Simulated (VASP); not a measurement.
Ca3H2, 5 atoms in the cell. It takes space group P-3m1 (No. 164, trigonal). Conventional cell: a = 4.463 Å, b = 4.463 Å, c = 5.388 Å, α = 90.00°, β = 90.00°, γ = 120.00°. Within 3.5 Å of Ca (site symmetry -3m) lie 6 H at 2.68 Å and 6 Ca at 3.27 Å. Within 3.5 Å of Ca (site symmetry 3m) lie 5 H at 2.62 to 2.88 Å and 6 Ca at 2.91 to 3.27 Å. H (site symmetry 3m) has 8 Ca at 2.62 to 2.88 Å and 3 H at 2.97 Å within 3.5 Å. 

| Item | Value |
| --- | --- |
| Program | VASP 6.6.1 |
| Task | single point |
| Functional | PBE |
| Potentials or basis | VASP PAW PBE potentials, release 64 (Ca_sv, H) |
| Cutoff | 520 eV |
| k mesh | 6 × 6 × 4 |
| Occupations | gaussian, width 0.1 eV |
| Spin | no spin polarisation |
| Dipole correction | no |
| Further INCAR settings | ALGO = Normal; EDIFF = 1e-06; NBANDS = 24 |

Potentials or basis: VASP PAW PBE potentials, release 64 (Ca_sv, H).

Launch:

```sh
$ cat potpaw_PBE.64/Ca_sv/POTCAR potpaw_PBE.64/H/POTCAR > POTCAR
$ mpirun -np 1 vasp_std > vasp.out
```

Hardware: 1 thread of Intel(R) Xeon(R) Platinum 8488C (Sapphire Rapids) (shared host).

Task: How long does it take, and how much memory?

Result: It took 42 s on 1 thread of Intel(R) Xeon(R) Platinum 8488C (Sapphire Rapids), with other jobs on the host, peak memory 0.23 GiB. Counts: scf iterations 12, k points 24.
